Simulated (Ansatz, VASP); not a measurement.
Ag: VASP beside Ansatz

```
CELL_PARAMETERS angstrom
2.86690 0.00000 0.00000
0.00000 4.05441 0.00000
0.00000 0.00000 21.73380
ATOMIC_POSITIONS crystal
Ag 0.00000 0.00000 0.36809
Ag 0.50000 0.50000 0.43405
Ag 0.00000 0.00000 0.50000
Ag 0.50000 0.50000 0.56595
Ag 0.00000 0.00000 0.63191
```

Alike in both runs: task single point; functional PBEsol; k mesh 14 × 10 × 1; occupations fermi-dirac, width 0.05 eV; no spin polarisation.

|  | VASP | Ansatz |
| --- | --- | --- |
| version | VASP 6.6.1 | Ansatz 0.2.0 |
| potentials or method | VASP PAW PBE potentials, release 64 (Ag) | PAW with Ansatz's default frozen-core files, scalar-relativistic |
| plane-wave cutoff (eV) | 520 | 420 |
| valence electrons in the cell | 55 | 95 |

```tsv
	VASP	Ansatz	Ansatz less VASP
rms of the force components (eV/Å)	0.164	0.164	-0.0006
```

VASP's potentials were made for PBE, not for PBEsol. Atom by atom the forces differ by 0.003 eV/Å (rms over components). The functional is the same, so the differences come from potentials, cutoffs and numerics. VASP's potentials hold 55 valence electrons a cell and Ansatz's 95, so a difference there can come from the potentials and not from the codes.
